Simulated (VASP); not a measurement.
CaB2:

```
CELL_PARAMETERS angstrom
3.22643 0.00000 0.00000
-1.61322 2.79417 0.00000
0.00000 0.00000 4.06739
ATOMIC_POSITIONS crystal
Ca 0.00000 0.00000 0.00000
B 0.33333 0.66667 0.50000
B 0.66667 0.33333 0.50000
```

Base run:

```yaml
Program: VASP 6.6.1
Functional: PBE
Potentials_or_basis: VASP PAW PBE potentials, release 64 (Ca_sv, B)
Cutoff: 500 eV
k_mesh: 7 × 7 × 5
Occupations: gaussian, width 0.1 eV
Spin: no spin polarisation
```

Its results: band gap on the k mesh zero (bands 8 and 9 overlap by 1.28 eV); pressure -0.1 GPa.

Problem. The run is repeated on the same cell with these changes: k mesh from 7 × 7 × 5 to 3 × 3 × 4. What comes out?

Solution. Band gap on the k mesh zero (bands 8 and 9 overlap by 1.09 eV); pressure -0.6 GPa.

Caveats: some runs use coarse meshes.
